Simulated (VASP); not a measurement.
PdI4: single point with PBE

PdI4:

```
Pd I
1.0
     5.67480    0.00000    0.00000
     0.00000    5.67480    0.00000
     0.00000    0.00000    5.67480
Pd I
1 4
Direct
  0.00000 0.00000 0.00000
  0.26488 0.26488 0.26488
  0.73512 0.73512 0.26488
  0.26488 0.73512 0.73512
  0.73512 0.26488 0.73512
```

```yaml
Program: VASP 6.6.1
Task: single point
Functional: PBE
Potentials_or_basis: VASP PAW PBE potentials, release 64 (Pd, I)
Cutoff: 520 eV
k_mesh: 6 × 6 × 6
Occupations: gaussian, width 0.1 eV
Spin: no spin polarisation
```

The pressure is -0.1 GPa. The largest force is 0.018 eV/Å and the band gap on the k mesh is zero (band 19 reaches 3.99 eV, above the bottom of band 20 at 3.14 eV).

Forces on the atoms (eV/Å):
```
Pd   0.000  0.000  0.000
I   -0.010 -0.010 -0.010
I    0.010  0.010 -0.010
I   -0.010  0.010  0.010
I    0.010 -0.010  0.010
```

Levels at points of the mesh, in eV from the Fermi level:
| k point | band 17 | band 18 | band 19 | band 20 | band 21 | band 22 |
| --- | --- | --- | --- | --- | --- | --- |
| (0.00, 0.00, 0.00) | -1.19 | -1.19 | 0.65 | 0.65 | 0.65 | 3.95 |
| (0.50, 0.00, 0.00) | -0.73 | -0.73 | -0.67 | 0.05 | 0.05 | 5.78 |
| (0.50, 0.50, 0.00) | -0.96 | -0.57 | 0.19 | 0.19 | 0.27 | 6.15 |
| (0.50, 0.50, 0.50) | 0.03 | 0.03 | 0.39 | 0.39 | 0.39 | 4.21 |

Wall time 110 s on 1 thread of Intel(R) Xeon(R) Platinum 8259CL CPU @ 2.50GHz (Skylake/Cascade Lake), on a shared host, peak memory 0.3 GiB.

Caveat: spin-orbit coupling is left out, which moves the levels of the heavy elements.
